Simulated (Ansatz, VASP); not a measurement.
# Two plane-wave programs on HfB

```xyz
2
Lattice="0.0000 2.3100 2.2869 2.3100 0.0000 2.2869 2.3100 2.3100 0.0000" Properties=species:S:1:pos:R:3 pbc="T T T"
Hf    2.3100    2.3100    2.2869
B     0.0000    0.0000    0.0000
```

Change from the starting cell: zz strain of -1 %, PAW files.

Alike in both runs: task electric field gradients; functional LDA; k mesh 15 × 15 × 15; occupations fermi-dirac, width 0.05 eV; no spin polarisation.

|  | VASP | Ansatz |
| --- | --- | --- |
| version | VASP 6.6.1 | Ansatz 0.2.0 |
| potentials or method | VASP PAW LDA potentials, release 64 (Hf_pv, B) | PAW with Ansatz's default frozen-core files, scalar-relativistic |
| plane-wave cutoff (eV) | 520 | 420 |
| valence electrons in the cell | 13 | 29 |

|  | VASP | Ansatz | Ansatz less VASP |
| --- | --- | --- | --- |
| pressure (GPa) | 22.8 | 20.9 | -1.91 |
| traceless stress, the component that is largest in VASP (GPa) | 3.46 | 3.38 | -0.076 |
| size of Vzz on the site where it differs most (V/Å²) | 15.9 | 18.9 | +2.98 |

LDA's correlation is that of Perdew and Zunger in VASP and of Perdew and Wang (1992) in Ansatz. VASP's potentials hold 13 valence electrons a cell and Ansatz's 29, so a difference there can come from the potentials and not from the codes.

Spin-orbit coupling is off throughout.
